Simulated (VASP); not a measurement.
KMo3, 4 atoms in the cell. Symmetry: P4/mmm, No. 123, tetragonal system. The conventional cell has a = 4.274 Å, b = 4.274 Å, c = 4.230 Å, α = 90.00°, β = 90.00°, γ = 90.00°. K (site symmetry 4/mmm) has 12 Mo at 3.01 to 3.02 Å within 4.0 Å. Mo (site symmetry mmm) has 4 K at 3.01 Å and 8 Mo at 3.01 to 3.02 Å within 4.0 Å. Within 4.0 Å of Mo (site symmetry 4/mmm) lie 8 Mo at 3.01 Å and 4 K at 3.02 Å. 

```yaml
Program: VASP 6.6.1
Task: relaxation of cell and atoms
Functional: PBE
Potentials_or_basis: VASP PAW PBE potentials, release 64 (K_sv, Mo_sv)
Cutoff: 600 eV
k_mesh: 4 × 4 × 4
Occupations: gaussian, width 0.1 eV
Spin: no spin polarisation
Dipole_correction: no
Further_INCAR_settings: ALGO = Normal; EDIFF = 1e-06; IBRION = 2; EDIFFG = -0.04; NSW = 90; ISIF = 3
```

Potentials or basis: VASP PAW PBE potentials, release 64 (K_sv, Mo_sv).

Command:

```sh
$ cat potpaw_PBE.64/K_sv/POTCAR potpaw_PBE.64/Mo_sv/POTCAR > POTCAR
$ mpirun -np 1 vasp_std > vasp.out
```

Hardware: 1 thread of AMD EPYC 7R13 (shared host).

Task: Estimate the wall time of this run.

Result: Wall time 25 min on 1 thread of AMD EPYC 7R13, with other jobs on the host, peak memory 0.21 GiB. Counts: scf iterations 225, k points 18, ion steps 23.
